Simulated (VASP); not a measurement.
# Ga6N5 (a cell with a defect) in VASP: a series of runs, part 2 of 2

VASP 6.6.1. The steps go on from the part before.

## Step 4: Single point, PBE, collinear spin

The input, INCAR:

```
SYSTEM = Ga6N5
  PREC = Accurate
  ENCUT = 520
  EDIFF = 1E-6
  ISMEAR = 0
  SIGMA = 0.01
  LREAL = .FALSE.
  LASPH = .TRUE.
  NELM = 150
  ALGO = Normal
  ISIF = 2
  LWAVE = .FALSE.
  LCHARG = .FALSE.
  ISPIN = 2
  MAGMOM = 0.25 0 0 0.25 0.25 0.25 0 0 0 0 0
  LORBIT = 11
  GGA = PE
  NBANDS = 66
  NELECT = 101.0
```

The input, KPOINTS:

```
regular mesh
0
G
  3 3 3
  0 0 0
```

The input, POSCAR:

```
Ga6N5
1.0
    0.0000000000      0.0000000000      5.2431684095
   -4.8275562239      2.7871908853      0.0000000000
    0.0000000001     -5.5743817708      0.0000000000
Ga N
6 5
Direct
    0.4467961475      0.0000000000      0.3333333333
    0.5013467795      0.3333333333      0.0000000000
    0.5013467795      0.6666666667      0.6666666667
    1.0129899493      0.3638210743      0.3333333333
    1.0129899493      0.6361789257     -0.0304877410
    1.0129899493      1.0000000000      0.6971544076
    0.8730070396      0.3333333333      0.0000000000
    0.8730070396      0.6666666667      0.6666666667
    0.3798870764      0.3356737357      0.3333333333
    0.3798870764      0.6643262643     -0.0023404024
    0.3798870764      1.0000000000      0.6690070690
```

Potentials or basis: VASP PAW PBE potentials, release 64 (Ga_d, N).

Command:

```sh
$ cat potpaw_PBE.64/Ga_d/POTCAR potpaw_PBE.64/N/POTCAR > POTCAR
$ mpirun -np 1 vasp_std > vasp.out
```

OUTCAR:

```text
SYSTEM = Ga6N5
   PREC = Accurate
   ENCUT = 520
   EDIFF = 1E-6
   ISMEAR = 0
   LREAL = .FALSE.
   LASPH = .TRUE.
   NELM = 150
   ISIF = 2
   ISPIN = 2
   LORBIT = 11
   GGA = PE
   NELECT = 101.0

 ion  position               nearest neighbor table
   1  0.447  0.000  0.333-   9 1.90  10 1.90  11 1.90
   2  0.501  0.333  0.000-   7 1.95   9 1.96  11 1.96  10 1.96
   3  0.501  0.667  0.667-   8 1.95  10 1.96  11 1.96   9 1.96
   4  0.013  0.364  0.333-   7 1.92   8 1.92   9 1.93
   5  0.013  0.636  0.970-   8 1.92   7 1.92  10 1.93
   6  0.013  0.000  0.697-   8 1.92   7 1.92  11 1.93
   7  0.873  0.333  0.000-   4 1.92   6 1.92   5 1.92   2 1.95
   8  0.873  0.667  0.667-   5 1.92   6 1.92   4 1.92   3 1.95
   9  0.380  0.336  0.333-   1 1.90   4 1.93   2 1.96   3 1.96
  10  0.380  0.664  0.998-   1 1.90   5 1.93   3 1.96   2 1.96
  11  0.380  0.000  0.669-   1 1.90   6 1.93   3 1.96   2 1.96

  LATTYP: Found a hexagonal cell.
 ALAT       =     5.5743817707
 C/A-ratio  =     0.9405829427

[... 1136 lines left out ...]
     0.000000000  0.000000000  5.243168409     0.000000000  0.000000000  0.190724372
    -4.827556224  2.787190885  0.000000000    -0.207144144 -0.000000000  0.000000000
     0.000000000 -5.574381771  0.000000000    -0.103572072 -0.179392091  0.000000000

 POSITION                                       TOTAL-FORCE (eV/Angst)
 -----------------------------------------------------------------------------------
      0.00000     -1.85813      2.34263        -0.000000      0.000000     -0.005547
     -1.60919      0.92906      2.62865        -0.000000      0.000000     -0.005569
     -3.21837     -1.85813      2.62865        -0.000000      0.000000     -0.005569
     -1.75637     -0.84409      0.06811         0.003827     -0.002209      0.001347
     -3.07119     -3.63128      0.06811        -0.003827     -0.002209      0.001347
      0.00000     -3.88620      0.06811        -0.000000      0.004419      0.001347
     -1.60919      0.92906      4.57732        -0.000000      0.000000     -0.010958
     -3.21837     -1.85813      4.57732        -0.000000      0.000000     -0.010958
     -1.62048     -0.92254      1.99181         0.007651     -0.004417      0.011520
     -3.20707     -3.70973      1.99181        -0.007651     -0.004417      0.011520
      0.00000     -3.72930      1.99181        -0.000000      0.008835      0.011520
 -----------------------------------------------------------------------------------
    total drift:                                0.000002     -0.000008     -0.002122

  FREE ENERGIE OF THE ION-ELECTRON SYSTEM (eV)
  ---------------------------------------------------
  free  energy   TOTEN  =       -72.9030422865 eV

  energy  without entropy=      -72.9026496836  energy(sigma->0) =      -72.90284599

 total charge

# of ion       s       p       d       tot
------------------------------------------
    1        0.799   0.771  10.126  11.696
    2        0.751   0.822  10.158  11.732
    3        0.751   0.822  10.158  11.732
    4        0.799   0.748  10.110  11.658
    5        0.799   0.748  10.110  11.658
    6        0.799   0.748  10.110  11.658
    7        1.231   2.467   0.000   3.698
    8        1.231   2.467   0.000   3.698
    9        1.227   2.470   0.000   3.697
   10        1.227   2.470   0.000   3.697
   11        1.227   2.470   0.000   3.697
--------------------------------------------------
tot         10.842  17.004  60.774  88.620

 magnetization (x)

# of ion       s       p       d       tot
------------------------------------------
    1        0.003   0.018   0.006   0.027
    2       -0.000   0.003   0.003   0.006
    3       -0.000   0.003   0.003   0.006
    4        0.010   0.048   0.009   0.067
    5        0.010   0.048   0.009   0.067
    6        0.010   0.048   0.009   0.067
    7        0.004   0.053   0.000   0.057
    8        0.004   0.053   0.000   0.057
    9        0.002   0.037   0.000   0.040
   10        0.002   0.037   0.000   0.040
   11        0.002   0.037   0.000   0.040
--------------------------------------------------
tot          0.048   0.386   0.037   0.471
```

stdout:

```text
POSCAR found type information on POSCAR GaN
 POSCAR found :  2 types and      11 ions
 scaLAPACK will be used
 LDA part: xc-table for (Slater+PW92), standard interpolation
 POSCAR, INCAR and KPOINTS ok, starting setup
 FFT: planning ... GRIDC
 FFT: planning ... GRID_SOFT
 FFT: planning ... GRID
 WAVECAR not read
 entering main loop
 the old and the new charge density differ
 old charge density:   103.00000 new  101.00000
    0.174E+01
```

Wall time 2.9 min (1 thread of Intel Xeon Platinum 8259CL at 2.50GHz (Skylake/Cascade Lake), shared host); peak memory 0.34 GiB.

What came out:

```
Free energy                                           : -72.9030 eV
Largest force                                         : 0.015 eV/Å
Net moment                                            : 0.93 μB per cell
Site moments                                          : Ga +0.03, +0.01, +0.07; N +0.06, +0.04 μB
Valence electrons inside the program's atomic spheres : Ga 11.70, 11.73, 11.66; N 3.70
```

Forces in eV/Å, atoms in the order of the input:
```
Ga   0.000  0.000 -0.006
Ga   0.000  0.000 -0.006
Ga   0.000  0.000 -0.006
Ga   0.004 -0.002  0.001
Ga  -0.004 -0.002  0.001
Ga   0.000  0.004  0.001
N    0.000  0.000 -0.011
N    0.000  0.000 -0.011
N    0.008 -0.004  0.012
N   -0.008 -0.004  0.012
N    0.000  0.009  0.012
```

Caveat: the k points lie up to 0.43 Å⁻¹ apart; the cell carries a net charge on a neutralising background, which shifts energy and pressure.
